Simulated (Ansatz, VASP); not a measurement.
**TlCl in VASP and in Ansatz**

```
Tl Cl
1.0
     5.33060    0.00000    0.00000
     0.00000    6.52863    0.00000
     0.00000    0.00000   24.23287
Tl Cl
7 7
Direct
  0.50000 0.69567 0.31836
  0.00000 0.29154 0.36715
  0.50000 0.00605 0.44034
  0.00000 0.66667 0.50000
  0.50000 0.32728 0.55966
  0.00000 0.04179 0.63285
  0.50000 0.63767 0.68164
  0.50000 0.15879 0.31498
  0.00000 0.81933 0.37236
  0.50000 0.50778 0.43508
  0.00000 0.16667 0.50000
  0.50000 0.82555 0.56492
  0.00000 0.51401 0.62763
  0.50000 0.17454 0.68502
```

Alike in both runs: functional PBEsol; k mesh 5 × 4 × 1; occupations gaussian, width 0.05 eV; no spin polarisation.

Ansatz relaxed the structure, and its values are those at the end. VASP's run is a single point on that final structure, the one shown.

|  | VASP | Ansatz |
| --- | --- | --- |
| version | VASP 6.6.1 | Ansatz 0.2.0 |
| potentials or method | VASP PAW PBE potentials, release 64 (Tl_d, Cl), cutoff 400 eV | scalar-relativistic, plane waves, PAW |
| valence electrons in the cell | 140 | 140 |

```tsv
	VASP	Ansatz	Ansatz less VASP
gap on the k mesh at the Fermi level (eV)	2.31	2.30	-0.004
least direct gap on the mesh (eV)	2.31	2.30	-0.004
rms of the force components (eV/Å)	0.006	0.005	-0.0001
```

VASP's potentials were made for PBE, not for PBEsol.

Neither program's run includes spin-orbit coupling.
